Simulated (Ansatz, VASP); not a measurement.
Ba in VASP and in Ansatz

```
CELL_PARAMETERS angstrom
-2.38192 2.38192 2.38192
2.38192 -2.38192 2.38192
2.38192 2.38192 -2.38192
ATOMIC_POSITIONS crystal
Ba 0.00000 0.00000 0.00000
```

Alike in both runs: functional LDA; k mesh 12 × 12 × 12; occupations fermi-dirac, width 0.15 eV; no spin polarisation.

Ansatz relaxed the structure, and its values are those at the end. VASP's run is a single point on that final structure, the one shown.

|  | VASP | Ansatz |
| --- | --- | --- |
| version | VASP 6.6.1 | Ansatz 0.2.0 |
| potentials or method | VASP PAW LDA potentials, release 64 (Ba_sv), cutoff 520 eV | scalar-relativistic, plane waves, PAW |
| valence electrons in the cell | 10 | 10 |

|  | VASP | Ansatz | Ansatz less VASP |
| --- | --- | --- | --- |
| gap on the k mesh at the Fermi level (eV) | none | none | - |
| pressure (GPa) | 0.1 | 0.0 | -0.09 |

Ansatz warns that its potentials were made for another functional, while VASP's fit it. LDA's correlation is that of Perdew and Zunger in VASP and of Perdew and Wang (1992) in Ansatz. A gap of «none» marks a metal or a gap that the smearing closes.

Spin-orbit coupling is off throughout.
